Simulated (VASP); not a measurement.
# I (Im-3m) in VASP: notebook, part 2 of 2

VASP 6.6.1. The steps go on from the part before.

## 3. Relaxation of cell and atoms, PBEsol

This run uses another cell than the first one, of 36.48 Å³/atom.

Input file INCAR:

```
SYSTEM = I
ALGO = Normal ; EDIFF = 1E-7
EDIFFG = -0.01 ; ENCUT = 500
GGA = PS ; GGA_COMPAT = .FALSE.
IBRION = 2 ; ISIF = 3
ISMEAR = 1 ; LASPH = .TRUE.
LCHARG = .FALSE. ; LREAL = .FALSE.
LWAVE = .FALSE. ; NELM = 120
NELMIN = 4 ; NSW = 80
PREC = Accurate ; SIGMA = 0.1
```

Input file KPOINTS:

```
k-points
0
G
  15 15 15
  0 0 0
```

Input file POSCAR:

```
I
1.0
   -2.0893755000      2.0893755000      2.0893755000
    2.0893755000     -2.0893755000      2.0893755000
    2.0893755000      2.0893755000     -2.0893755000
I
1
Direct
    0.0000000000      0.0000000000      0.0000000000
```

Potentials or basis: VASP PAW PBE potentials, release 64 (I).

Command:

```console
cat potpaw_PBE.64/I/POTCAR > POTCAR
mpirun -np 1 vasp_std > vasp.out
```

OUTCAR:

```text
SYSTEM = I
   EDIFF = 1E-7
   EDIFFG = -0.01
   ENCUT = 500
   GGA = PS
   IBRION = 2
   ISIF = 3
   ISMEAR = 1
   LASPH = .TRUE.
   LREAL = .FALSE.
   NELM = 120
   NELMIN = 4
   NSW = 80
   PREC = Accurate

 ion  position               nearest neighbor table
   1  0.000  0.000  0.000-

  LATTYP: Found a body centered cubic cell.
 ALAT       =     4.1787510000

  Lattice vectors:

 A1 = (  -2.0893755000,   2.0893755000,   2.0893755000)
 A2 = (   2.0893755000,  -2.0893755000,   2.0893755000)
 A3 = (   2.0893755000,   2.0893755000,  -2.0893755000)

Analysis of symmetry for initial positions (statically):
=====================================================================
 Subroutine PRICEL returns:
 Original cell was already a primitive cell.

 Routine SETGRP: Setting up the symmetry group for a
 body centered cubic supercell.

 Subroutine GETGRP returns: Found 48 space group operations
 (whereof 48 operations were pure point group operations)
 out of a pool of 48 trial point group operations.

The static configuration has the point symmetry O_h .

Analysis of symmetry for dynamics (positions and initial velocities):
=====================================================================
 Subroutine PRICEL returns:
 Original cell was already a primitive cell.

 Routine SETGRP: Setting up the symmetry group for a
 body centered cubic supercell.

 Subroutine GETGRP returns: Found 48 space group operations
 (whereof 48 operations were pure point group operations)
 out of a pool of 48 trial point group operations.

The dynamic configuration has the point symmetry O_h .

 Subroutine INISYM returns: Found 48 space group operations
 (whereof 48 operations are pure point group operations),
 and found     1 'primitive' translations

----------------------------------------------------------------------------------------

                                     Primitive cell

  volume of cell :      36.4846
[... 89 lines left out ...]
   EDIFFG = -.1E-01   stopping-criterion for IOM
   NSW    =     80    number of steps for IOM
   IBRION =      2    ionic relax: 0-MD 1-quasi-New 2-CG
   NFREE  =      1    steps in history (QN), initial steepest desc. (CG)
   ISIF   =      3    stress and relaxation
   ISYM   =      2    0-nonsym 1-usesym 2-fastsym
   POTIM  = 0.5000    time-step for ionic-motion
   TEBEG  =    0.0;   TEEND  =   0.0 temperature during run
   PSTRESS=    0.0 pullay stress
   NELECT =       7.0000    total number of electrons
   NUPDOWN=      -1.0000    fix difference up-down
   EMIN   =  10.00;   EMAX   =-10.00  energy-range for DOS
   EFERMI =   0.00;   METHOD = LEGACY
   ISMEAR =     1;   SIGMA  =   0.10  broadening in eV -4-tet -1-fermi 0-gaus
   EFERMI_NEDOS =   21; number of points for ismear=-14 and -15
   IALGO  =     38    algorithm
   IMIX   =      4    mixing-type and parameters
     AMIX     =   0.40;   BMIX     =  1.00
     AMIX_MAG =   1.60;   BMIX_MAG =  1.00
  volume/ion in A,a.u.               =      36.48       246.21
  Fermi-wavevector in a.u.,A,eV,Ry     =   0.944215  1.784308 12.130172  0.891542
  Thomas-Fermi vector in A             =   2.071998
   LORBIT       =      0    0 simple, 1 ext, 2 COOP (PROOUT), +10 PAW based schemes
   GGA     = PS    functional components
   LHFCALC =     F    Hartree Fock is set to
   AEXX    =    0.0000 exact exchange contribution
   IVDW    =     0    specifies the selected vdW correction
   LEPSILON=     F    determine dielectric tensor
   LRPA    =     F    only Hartree local field effects (RPA)
 conjugate gradient relaxation of ions
 non-spin polarized calculation
 Methfessel and Paxton  Order N= 1 SIGMA  =   0.10
  energy-cutoff  :      500.00
  volume of cell :       36.48
 maximum number of plane-waves:       959
   NGX = 13   NGY = 13   NGZ = 13

--------------------------------------- Ionic step        1  -------------------------------------------

 number of electron       7.0000000 magnetization

 Free energy of the ion-electron system (eV)
  ---------------------------------------------------
  ext. energy  EPLUGINS =         0.00000000
  ---------------------------------------------------
  free energy    TOTEN  =        -1.34547439 eV

  energy without entropy =       -1.34486667  energy(sigma->0) =       -1.34527181

 E-fermi :   4.0097     XC(G=0):  -9.0922

 val. band max:        3.9908218696   @ k =   0.3333   0.2000  -0.0000
 cond. band min:       4.0205486230   @ k =  -0.4000  -0.4000   0.0667
 fundamental gap:      0.0297267534
 Fermi energy:         4.0096670948

 k-point     1 :       0.0000    0.0000    0.0000
  band No.  band energies     occupation
      1      -9.3346      2.00000
      2       4.7816     -0.00000
      3       4.7816     -0.00000
      4       4.7816     -0.00000
      5      10.6234      0.00000
      6      13.7241      0.00000
      7      13.7241      0.00000
[... 299 lines left out ...]
--------------------------------------- Ionic step        3  -------------------------------------------

 number of electron       6.9999999 magnetization

 Free energy of the ion-electron system (eV)
  ---------------------------------------------------
  ext. energy  EPLUGINS =         0.00000000
  ---------------------------------------------------
  free energy    TOTEN  =        -1.38354347 eV

  energy without entropy =       -1.38392578  energy(sigma->0) =       -1.38367091

 E-fermi :   5.4694     XC(G=0):  -9.5947

 val. band max:        5.4217943775   @ k =   0.3333   0.2000  -0.0000
 cond. band min:       5.4968170542   @ k =   0.4000   0.0667   0.0667
 fundamental gap:      0.0750226767
 Fermi energy:         5.4694333659

 k-point     1 :       0.0000    0.0000    0.0000
  band No.  band energies     occupation
      1      -8.6274      2.00000
      2       6.4411     -0.00000
      3       6.4411     -0.00000
      4       6.4411     -0.00000
      5      12.7222      0.00000
      6      15.1746      0.00000
      7      15.1746      0.00000
[... 258 lines left out ...]
  FREE ENERGIE OF THE ION-ELECTRON SYSTEM (eV)
  ---------------------------------------------------
  free  energy   TOTEN  =        -1.3835434699 eV

  energy  without entropy=       -1.3839257833  energy(sigma->0) =       -1.38367091

 reached required accuracy - stopping structural energy minimisation
```

CONTCAR:

```text
I
   1.00000000000000
    -2.0127766588179670    2.0127766588179670    2.0127766588179670
     2.0127766588179670   -2.0127766588179670    2.0127766588179670
     2.0127766588179670    2.0127766588179670   -2.0127766588179670
  I
     1
Direct
     0.0000000000000000    0.0000000000000000    0.0000000000000000

  0.00000000E+00  0.00000000E+00  0.00000000E+00
```

It took 49 s on 1 thread of AMD EPYC 9R14 (Zen 4), shared host; peak memory 0.15 GiB.

Results:

```yaml
Free_energy: -1.3835 eV
Relaxed_volume: 32.62 Å³/atom
Relaxed_cell: a = 3.486 Å, b = 3.486 Å, c = 3.486 Å, α = 109.47°, β = 109.47°, γ = 109.47°
Space_group_after_relaxing_to_0.1_Å: Im-3m (No. 229)
Energy_gained_by_relaxing: 38.1 meV/atom
Ionic_steps: 3
Pressure_after_relaxing: 0.0 GPa
Band_gap_on_the_k_mesh: zero (an odd number of electrons rules out a gap without spin polarisation)
```

The path:
```csv
step,energy change (eV),largest force (eV/Å),pressure (GPa),volume (Å³)
1,0.0000,0.0000,-2.77,36.48
2,-0.0367,0.0000,-0.64,33.25
3,-0.0381,0.0000,-0.03,32.62
```

Final structure:
```
I
1.0
    -2.01278    2.01278    2.01278
     2.01278   -2.01278    2.01278
     2.01278    2.01278   -2.01278
I
1
Direct
  0.00000 0.00000 0.00000
```

Levels at points of the mesh, in eV from the Fermi level:
```csv
k point,band 2,band 3,band 4,band 5,band 6,band 7
"(0.00, 0.00, 0.00)",0.97,0.97,0.97,7.25,9.71,9.71
```

Caveat: the PAW data sets were made with another functional, which shifts forces and pressure a little; spin-orbit coupling is left out, which moves the levels of the heavy elements; an odd number of electrons without spin polarisation forces a metal; a magnetic or distorted state may lie lower.

The gap in the log of VASP goes by the Fermi energy; the results here count the filled bands.